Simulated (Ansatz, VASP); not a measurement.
## Hf5PbO2 in VASP and in Ansatz

```
Hf Pb O
1.0
     4.48733   -2.61149    0.00000
     4.48733    2.61149    0.00000
     0.00000    0.00000    8.85984
Hf Pb O
5 1 2
Direct
  0.80784 0.80784 0.28174
  0.19216 0.19216 0.28174
  0.19216 0.19216 0.71826
  0.80784 0.80784 0.71826
  0.50000 0.50000 0.50000
  0.00000 0.00000 0.00000
  0.00000 0.00000 0.62463
  0.00000 0.00000 0.37537
```

Alike in both runs: functional PBE; k mesh 4 × 4 × 2; occupations gaussian, width 0.1 eV; no spin polarisation.

Ansatz relaxed the structure, and its values are those at the end. VASP's run is a single point on that final structure, the one shown.

|  | VASP | Ansatz |
| --- | --- | --- |
| version | VASP 6.6.1 | Ansatz 0.2.0 |
| potentials or method | VASP PAW PBE potentials, release 64 (Hf_pv, Pb_d, O), cutoff 520 eV | scalar-relativistic, plane waves, PAW |
| valence electrons in the cell | 76 | 156 |

|  | VASP | Ansatz | Ansatz less VASP |
| --- | --- | --- | --- |
| gap on the k mesh at the Fermi level (eV) | none | none | - |
| pressure (GPa) | -0.4 | 0.0 | +0.47 |
| rms of the force components (eV/Å) | 0.044 | 0.018 | -0.0260 |

A gap of «none» marks a metal or a gap that the smearing closes. The functional is the same, so the differences come from potentials, cutoffs and numerics. VASP's potentials hold 76 valence electrons a cell and Ansatz's 156, so a difference there can come from the potentials and not from the codes.

Spin-orbit coupling is off throughout.
